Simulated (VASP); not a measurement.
A run of VASP 6.6.1 is set up as follows.

INCAR

```
ALGO = Normal
EDIFF = 1E-8
ENCUT = 520
ISIF = 2
ISMEAR = -1
LASPH = True
LCHARG = False
LEFG = True
LREAL = False
LWAVE = False
NBANDS = 28
NELM = 60
PREC = Accurate
SIGMA = 0.08
```

File KPOINTS:

```
k-points
0
Gamma
  9 9 9
```

Contents of POSCAR:

```
AgPt3
1.0
    3.9513216749      0.0000000000      0.0000000000
    0.0000000000      3.9513216749      0.0000000000
    0.0000000000      0.0000000000      3.9513216749
Ag Pt
1 3
Direct
    0.0000000000      0.0000000000      0.0000000000
    0.0000000000      0.5000000000      0.5000000000
    0.5000000000      0.0000000000      0.5000000000
    0.5000000000      0.5000000000      0.0000000000
```

Potentials or basis: VASP PAW LDA potentials, release 64 (Ag, Pt).

Run with:

```sh
$ cat potpaw_LDA.64/Ag/POTCAR potpaw_LDA.64/Pt/POTCAR > POTCAR
$ mpirun -np 1 vasp_std > vasp.out
```

(1) Estimate the pressure.

Answers

(1) -6.8 GPa.

Caveat: without QUAD_EFG the Cq values of the log hold for a quadrupole moment of 1 mb, not for the nuclei.
